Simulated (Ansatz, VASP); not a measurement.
## LiCl in VASP and in Ansatz

```
CELL_PARAMETERS angstrom
0.00000 2.50402 2.50402
2.50402 0.00000 2.50402
2.50402 2.50402 0.00000
ATOMIC_POSITIONS crystal
Li 0.00000 0.00000 0.00000
Cl 0.50000 0.50000 0.50000
```

Alike in both runs: task single point; functional r2SCAN; k mesh 8 × 8 × 8; occupations gaussian, width 0.02 eV; no spin polarisation.

|  | VASP | Ansatz |
| --- | --- | --- |
| version | VASP 6.6.1 | Ansatz 0.2.0 |
| potentials or method | VASP PAW PBE potentials, release 64 (Li_sv, Cl), cutoff 520 eV | scalar-relativistic, plane waves, PAW |
| valence electrons in the cell | 10 | 10 |

|  | VASP | Ansatz | Ansatz less VASP |
| --- | --- | --- | --- |
| gap on the k mesh at the Fermi level (eV) | 7.62 | 7.60 | -0.015 |
| least direct gap on the mesh (eV) | 7.79 | 7.70 | -0.094 |

VASP's potentials were made for PBE, not for r2SCAN.

Noted on VASP's run: the cutoff is short for stress, so the pressure is rough.
